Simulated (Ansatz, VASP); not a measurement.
**EuO: VASP beside Ansatz**

The input INCAR:

```
SYSTEM = EuO
ALGO     = Normal         ! electronic algorithm
EDIFF    = 1E-6           ! SCF threshold, eV
ENCUT    = 600            ! plane-wave cutoff, eV
GGA      = CA             ! functional
GGA_COMPAT= .FALSE.      
ISIF     = 2              ! what is computed and relaxed
ISMEAR   = 0              ! smearing method
ISPIN    = 2              ! spin polarisation
LASPH    = .TRUE.         ! aspherical terms in the spheres
LCHARG   = .TRUE.         ! write CHGCAR
LDAU     = .TRUE.         ! DFT+U
LDAUJ    = 0 0          
LDAUL    = 3 -1           ! shell
LDAUPRINT= 1            
LDAUTYPE = 2            
LDAUU    = 7 0            ! U, eV
LELF     = .TRUE.         ! ELF
LMAXMIX  = 6              ! l up to which the mixer works
LORBIT   = 11             ! projections on sites
LREAL    = .FALSE.        ! projectors in reciprocal space
LVHAR    = .TRUE.       
LWAVE    = .FALSE.        ! write WAVECAR
MAGMOM   = 7.43 -0.08     ! initial moments
NBANDS   = 22             ! bands
NELM     = 200            ! most SCF steps
PREC     = Accurate       ! precision mode
SIGMA    = 0.05           ! smearing width, eV
```

Contents of KPOINTS:

```
k-points
0
G
  6 6 6
  0 0 0
```

Contents of POSCAR:

```
EuO
1.0
    0.0000000000      2.5719519700      2.5719519700
    2.5719519700      0.0000000000      2.5719519700
    2.5719519700      2.5719519700      0.0000000000
Eu O
1 1
Direct
    0.5000000000      0.5000000000      0.5000000000
    0.0000000000      0.0000000000      0.0000000000
```

Input for Ansatz:

```yaml
crystal:
  lattice:
    - [0.0, 2.57195197, 2.57195197]
    - [2.57195197, 0.0, 2.57195197]
    - [2.57195197, 2.57195197, 0.0]
  atoms:
    - { symbol: Eu, position: [0.5, 0.5, 0.5], spin: 7.0 }
    - { symbol: O, position: [0.0, 0.0, 0.0] }
basis:
  ecutwfc: 420
  ecutrho_ratio: 4
kpoints:
  mp_grid: { grid: [6, 6, 6] }
hamiltonian:
  xc: lda
  hubbard:
    sites:
      - { site: 0, l: f, u_eff: 7.0, starting_ns: [{ spin: up, occupation_matrix: s0up }, { spin: down, occupation_matrix: s0down }] }
    occupation_matrices:
      s0up:
        matrix:
          - [0.97, 0.0, 0.0, 0.0, 0.0, 0.0, 0.0]
          - [0.0, 0.97, 0.0, 0.0, 0.0, 0.0, 0.0]
          - [0.0, 0.0, 0.97, 0.0, 0.0, 0.0, 0.0]
          - [0.0, 0.0, 0.0, 0.97, 0.0, 0.0, 0.0]
          - [0.0, 0.0, 0.0, 0.0, 0.97, 0.0, 0.0]
          - [0.0, 0.0, 0.0, 0.0, 0.0, 0.97, 0.0]
          - [0.0, 0.0, 0.0, 0.0, 0.0, 0.0, 0.97]
      s0down:
        matrix:
          - [0.02, 0.0, 0.0, 0.0, 0.0, 0.0, 0.0]
          - [0.0, 0.02, 0.0, 0.0, 0.0, 0.0, 0.0]
          - [0.0, 0.0, 0.02, 0.0, 0.0, 0.0, 0.0]
          - [0.0, 0.0, 0.0, 0.02, 0.0, 0.0, 0.0]
          - [0.0, 0.0, 0.0, 0.0, 0.02, 0.0, 0.0]
          - [0.0, 0.0, 0.0, 0.0, 0.0, 0.02, 0.0]
          - [0.0, 0.0, 0.0, 0.0, 0.0, 0.0, 0.02]
    ns_hold: { iters: 10 }
scf:
  occupations: { method: gaussian, width: 0.05 }
  lower_state_search: "off"
  max_iter: 150
output:
  forces: true
  stress: true
  eigenvalues: true
  populations: true
  hubbard: { sites: [{ site: 0, l: f }] }
  write_density: true
  write_potential: true
  elf: true
  volumetric_format: npy
magnetization:
  spin_polarized: true
```

Alike in both runs: task single point; functional LDA; k mesh 6 × 6 × 6; occupations gaussian, width 0.05 eV; collinear spin; Hubbard terms Eu f U = 7.0 eV.

```csv
,VASP,Ansatz
version,VASP 6.6.1,Ansatz 0.2.0
potentials or method,"VASP PAW PBE potentials, release 64 (Eu, O), cutoff 600 eV","scalar-relativistic, plane waves, PAW"
valence electrons in the cell,23,23
```

```csv
,VASP,Ansatz,Ansatz less VASP
gap on the k mesh at the Fermi level (eV),0.12,0.47,+0.350
least direct gap on the mesh (eV),0.30,0.73,+0.427
pressure (GPa),-6.3,-6.2,+0.15
net moment per atom (μB),3.50,3.50,0.000
size of the moment on the site where the two differ most (μB),0.08,0.07,-0.007
```

VASP's potentials were made for PBE, not for LDA. LDA's correlation is that of Perdew and Zunger in VASP and of Perdew and Wang (1992) in Ansatz. Site moments also hang on the region over which each program counts them. The programs project onto different local orbitals, so the same U acts differently, and such runs can settle in different states.

Neither program's run includes spin-orbit coupling.
